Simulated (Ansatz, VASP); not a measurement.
## One calculation of Ca, two programs

INCAR

```
  PREC = Accurate
  ENCUT = 600
  EDIFF = 1E-6
  ISMEAR = 0
  SIGMA = 0.1
  LREAL = False
  LASPH = True
  NELM = 100
  ALGO = Fast
  ISIF = 3
  LWAVE = False
  LCHARG = False
  GGA = PS
  IBRION = 2
  NSW = 70
  EDIFFG = -0.005
```

Contents of KPOINTS:

```
regular mesh
0
Gamma
  14 14 14
```

POSCAR

```
Ca
1.0
    0.0000000000      2.7623962668      2.7623962668
    2.7623962668      0.0000000000      2.7623962668
    2.7623962668      2.7623962668      0.0000000000
Ca
1
Direct
    0.0000000000      0.0000000000      0.0000000000
```

Input for Ansatz:

```yaml
crystal:
  lattice:
    - [0.0, 2.7623962668, 2.7623962668]
    - [2.7623962668, 0.0, 2.7623962668]
    - [2.7623962668, 2.7623962668, 0.0]
  atoms:
    - { symbol: Ca, position: [0.0, 0.0, 0.0] }
basis:
  ecutwfc: 420
kpoints:
  mp_grid: { grid: [14, 14, 14] }
hamiltonian:
  xc: pbesol
scf:
  occupations: { method: gaussian, width: 0.1 }
output:
  forces: true
  stress: true
  eigenvalues: true
relax:
  adjacent_minimum: "off"
  f_tol: 0.005
  max_steps: 50
  cell: { stress_tol: 0.05 }
```

Alike in both runs: task relaxation of cell and atoms; functional PBEsol; k mesh 14 × 14 × 14; occupations gaussian, width 0.1 eV; no spin polarisation.

|  | VASP | Ansatz |
| --- | --- | --- |
| version | VASP 6.6.1 | Ansatz 0.2.0 |
| potentials or method | VASP PAW PBE potentials, release 64 (Ca_sv), cutoff 600 eV | scalar-relativistic, plane waves, PAW |
| valence electrons in the cell | 10 | 10 |

```tsv
	VASP	Ansatz	Ansatz less VASP
gap on the k mesh at the Fermi level, each at its own relaxed structure (eV)	none	none	-
relaxed volume (Å³/atom)	40.66	40.54	-0.119
relaxed cell length with the largest relative difference (Å)	3.860	3.856	-0.0038
```

VASP's potentials were made for PBE, not for PBEsol. A gap of «none» marks a metal or a gap that the smearing closes.
